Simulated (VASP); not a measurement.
Write the native input for VASP 6.6.1 that does the following.

```
Task                   : single point
Functional             : LDA
Potentials or basis    : VASP PAW LDA potentials, release 64 (Ir)
Cutoff                 : 500 eV
k mesh                 : 18 × 18 × 10
Occupations            : gaussian, width 0.15 eV
Spin                   : no spin polarisation
Dipole correction      : no
Further INCAR settings : ALGO = Normal; EDIFF = 1e-06; NBANDS = 16
```

The structure of Ir lies in POSCAR:

```
Ir
1.0
    2.7052686553      0.0000000000      0.0000000000
   -1.3526343277      2.3428313795      0.0000000000
    0.0000000000      0.0000000000      4.7371000000
Ir
2
Direct
    0.6666666667      0.3333333333      0.7500000000
    0.3333333333      0.6666666667      0.2500000000
```

These files were run (other wordings do the same):

INCAR

```
  PREC = Accurate
  ENCUT = 500
  EDIFF = 1E-6
  ISMEAR = 0
  SIGMA = 0.15
  LREAL = F
  LASPH = T
  NELM = 120
  ALGO = Normal
  ISIF = 2
  LWAVE = F
  LCHARG = F
  GGA = CA
  NBANDS = 16
  GGA_COMPAT = F
```

KPOINTS

```
regular mesh
0
Gamma
  18 18 10
```

Potentials or basis: VASP PAW LDA potentials, release 64 (Ir).

Launch:

```bash
$ cat potpaw_LDA.64/Ir/POTCAR > POTCAR
$ mpirun -np 1 vasp_std > vasp.out
```

It gave:

```yaml
Pressure: -21.5 GPa
Band_gap_on_the_k_mesh: zero (band 9 reaches 10.64 eV, above the bottom of band 10 at 7.30 eV)
```

Caveat: spin-orbit coupling is left out, which moves the levels of the heavy elements.

Wall time 70 s on 1 thread of Intel(R) Xeon(R) Platinum 8259CL CPU @ 2.50GHz (Skylake/Cascade Lake) (shared host), peak memory 0.2 GiB.
